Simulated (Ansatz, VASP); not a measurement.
## Pt3Br in VASP and in Ansatz

```
Pt Br
1.0
     4.09041    0.00000    0.00000
     0.00000    4.09041    0.00000
     0.00000    0.00000    4.09041
Pt Br
3 1
Direct
  0.50000 0.50000 0.00000
  0.50000 0.00000 0.50000
  0.00000 0.50000 0.50000
  0.00000 0.00000 0.00000
```

Change from the starting cell: species swapped into the MnCo3 type (Pm-3m, No. 221).

Alike in both runs: functional PBE; k mesh 12 × 12 × 12; occupations gaussian, width 0.1 eV; no spin polarisation.

Ansatz relaxed the structure, and its values are those at the end. VASP's run is a single point on that final structure, the one shown.

|  | VASP | Ansatz |
| --- | --- | --- |
| version | VASP 6.6.1 | Ansatz 0.2.0 |
| potentials or method | VASP PAW PBE potentials, release 64 (Pt, Br), cutoff 520 eV | scalar-relativistic, plane waves, PAW |
| valence electrons in the cell | 37 | 61 |

Ansatz gave:

* gap on the k mesh at the Fermi level (eV): none
* pressure (GPa): 0.0

Problem. Which values does VASP return?

Solution. gap on the k mesh at the Fermi level (eV): none; pressure (GPa): -0.2.

A gap of «none» marks a metal or a gap that the smearing closes. With one functional, cell and mesh, what is left measures potentials, basis and numerics. VASP's potentials hold 37 valence electrons a cell and Ansatz's 61, so a difference there can come from the potentials and not from the codes.

Spin-orbit coupling is off throughout.
